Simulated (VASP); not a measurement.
Wanted: the native input for a VASP 6.6.1 run.

```
Task                   : single point
Functional             : RPBE
Potentials or basis    : VASP PAW PBE potentials, release 64 (Os)
Cutoff                 : 520 eV
k mesh                 : 13 × 13 × 4
Occupations            : fermi-dirac, width 0.1 eV
Spin                   : no spin polarisation
Dipole correction      : no
Further INCAR settings : ALGO = Normal; EDIFF = 1e-06; NBANDS = 24
```

The structure of Os lies in POSCAR:

```
Os
1.0
    2.7522485791      0.0000000000      0.0000000000
   -1.3761242896      2.3835171870      0.0000000000
    0.0000000000      0.0000000000      8.8342815811
Os
4
Direct
    0.0000000000      1.0000000000      0.0000000000
    0.0000000000      1.0000000000      0.5000000000
    0.3333333333      0.6666666667      0.2500000000
    0.6666666667      0.3333333333      0.7500000000
```

These files were run (other wordings do the same):

INCAR

```
SYSTEM = Os
PREC     = Accurate       ! precision mode
ENCUT    = 520            ! plane-wave cutoff, eV
EDIFF    = 1E-6           ! SCF threshold, eV
ISMEAR   = -1             ! smearing method
SIGMA    = 0.1            ! smearing width, eV
LREAL    = .FALSE.        ! projectors in reciprocal space
LASPH    = .TRUE.         ! aspherical terms in the spheres
NELM     = 100            ! most SCF steps
ALGO     = Normal         ! electronic algorithm
ISIF     = 2              ! what is computed and relaxed
LWAVE    = .FALSE.        ! write WAVECAR
LCHARG   = .FALSE.        ! write CHGCAR
GGA      = RP             ! functional
NBANDS   = 24             ! bands
```

KPOINTS

```
Automatic mesh
0
G
  13 13 4
  0 0 0
```

Potentials or basis: VASP PAW PBE potentials, release 64 (Os).

Command:

```sh
$ cat potpaw_PBE.64/Os/POTCAR > POTCAR
$ mpirun -np 1 vasp_std > vasp.out
```

Results of the run:

* Pressure: -0.5 GPa
* Band gap on the k mesh: zero (band 16 reaches 10.97 eV, above the bottom of band 17 at 7.58 eV)

Caveat: the PAW data sets were made with another functional, which shifts forces and pressure a little; spin-orbit coupling is left out, which moves the levels of the heavy elements.

Wall time 36 s on 1 thread of AMD EPYC 9R45 96-Core Processor (Zen 5), with other jobs on the host, peak memory 0.18 GiB.
